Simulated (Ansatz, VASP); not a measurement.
**Two plane-wave programs on CoO**

File INCAR:

```
ALGO = Normal ; EDIFF = 1E-6
ENCUT = 520 ; GGA = PS
ISIF = 2 ; ISMEAR = 0
ISPIN = 2 ; LASPH = T
LCHARG = T ; LELF = T
LMAXMIX = 4 ; LORBIT = 11
LREAL = F ; LVHAR = T
LWAVE = F ; MAGMOM = 2.64 0.33
NBANDS = 18 ; NELM = 150
PREC = Accurate ; SIGMA = 0.15
```

The input KPOINTS:

```
k-points
0
Gamma
  18 18 18
```

POSCAR

```
CoO
1.0
    1.5656883263      0.9039505767      2.3423298300
   -1.5656883263      0.9039505767      2.3423298300
    0.0000000000     -1.8079011533      2.3423298300
Co O
1 1
Direct
    0.0000000000      0.0000000000      0.0000000000
    0.5000000000      0.5000000000      0.5000000000
```

Input for Ansatz:

```yaml
crystal:
  lattice:
    - [1.5656883263, 0.9039505767, 2.34232983]
    - [-1.5656883263, 0.9039505767, 2.34232983]
    - [0.0, -1.8079011533, 2.34232983]
  atoms:
    - { symbol: Co, position: [0.0, 0.0, 0.0], spin: 2.64 }
    - { symbol: O, position: [0.5, 0.5, 0.5], spin: 0.33 }
basis:
  ecutwfc: 420
kpoints:
  mp_grid: { grid: [18, 18, 18] }
hamiltonian:
  xc: pbesol
scf:
  occupations: { method: gaussian, width: 0.15 }
output:
  forces: true
  stress: true
  eigenvalues: true
  populations: true
magnetization:
  spin_polarized: true
```

Change from the starting cell: strain +0.040 along x and y, -0.040 along z, atoms carried along.

Alike in both runs: task single point; functional PBEsol; k mesh 18 × 18 × 18; occupations gaussian, width 0.15 eV; collinear spin.

|  | VASP | Ansatz |
| --- | --- | --- |
| version | VASP 6.6.1 | Ansatz 0.2.0 |
| potentials or method | VASP PAW PBE potentials, release 64 (Co, O), cutoff 520 eV | scalar-relativistic, plane waves, PAW |
| valence electrons in the cell | 15 | 23 |

|  | VASP | Ansatz | Ansatz less VASP |
| --- | --- | --- | --- |
| gap on the k mesh at the Fermi level (eV) | none | none | - |
| pressure (GPa) | -16.1 | -15.6 | +0.46 |
| traceless stress, the component that is largest in VASP (GPa) | 1.33 | 1.13 | -0.193 |
| net moment per atom (μB) | 1.48 | 1.48 | +0.007 |
| size of the moment on the site where the two differ most (μB) | 2.58 | 2.52 | -0.061 |

VASP's potentials were made for PBE, not for PBEsol. Site moments also hang on the region over which each program counts them. A gap of «none» marks a metal or a gap that the smearing closes. The functional is the same, so the differences come from potentials, cutoffs and numerics. VASP's potentials hold 15 valence electrons a cell and Ansatz's 23, so a difference there can come from the potentials and not from the codes.
